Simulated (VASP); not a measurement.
**Be: relaxation of cell and atoms with LDA**

Be:

```
CELL_PARAMETERS angstrom
2.23570 0.00000 0.00000
-1.11785 1.93617 0.00000
0.00000 0.00000 3.49026
ATOMIC_POSITIONS crystal
Be 0.33333 0.66667 0.25000
Be 0.66667 0.33333 0.75000
```

```json
{"Program": "VASP 6.6.1", "Task": "relaxation of cell and atoms", "Functional": "LDA", "Potentials or basis": "VASP PAW LDA potentials, release 64 (Be)", "Cutoff": "600 eV", "k mesh": "21 × 21 × 12", "Occupations": "gaussian, width 0.1 eV", "Spin": "no spin polarisation", "Dipole correction": "no", "Further INCAR settings": "ALGO = Normal; EDIFF = 1e-07; IBRION = 2; EDIFFG = -0.005; NSW = 100; ISIF = 3"}
```

```
Relaxed volume                         : 7.57 Å³/atom
Relaxed cell                           : a = 2.229 Å, b = 2.229 Å, c = 3.520 Å, α = 90.00°, β = 90.00°, γ = 120.00°
Space group after relaxing (to 0.05 Å) : P6_3/mmc (No. 194)
Energy gained by relaxing              : 0.8 meV/atom
Ionic steps                            : 4
Pressure after relaxing                : 0.0 GPa
Band gap on the k mesh                 : zero (band 2 reaches 8.10 eV, above the bottom of band 3 at 5.99 eV)
```

The path:
```csv
step,energy change (eV),largest force (eV/Å),pressure (GPa),volume (Å³)
1,0.0000,0.0000,0.48,15.11
2,-0.0016,0.0000,-0.08,15.16
3,-0.0016,0.0000,-0.16,15.16
4,-0.0016,0.0000,-0.02,15.15
```

Final structure:
```yaml
crystal:
  lattice:
    - [2.22905, 0.00000, 0.00000]
    - [-1.11453, 1.93041, 0.00000]
    - [0.00000, 0.00000, 3.52028]
  atoms:
    - { symbol: Be, position: [0.33333, 0.66667, 0.25000] }
    - { symbol: Be, position: [0.66667, 0.33333, 0.75000] }
```

Levels at points of the mesh, in eV from the Fermi level:
| k point | band 1 | band 2 | band 3 | band 4 | band 5 |
| --- | --- | --- | --- | --- | --- |
| (0.00, 0.00, 0.00) | -11.47 | -4.66 | 1.29 | 16.30 | 16.30 |
| (0.00, 0.00, 0.50) | -9.32 | -9.32 | 10.90 | 10.90 | 17.96 |

Run time: 43 s on 1 thread of Intel(R) Xeon(R) Platinum 8259CL CPU @ 2.50GHz (Skylake/Cascade Lake), on a shared host, peak memory 0.14 GiB.
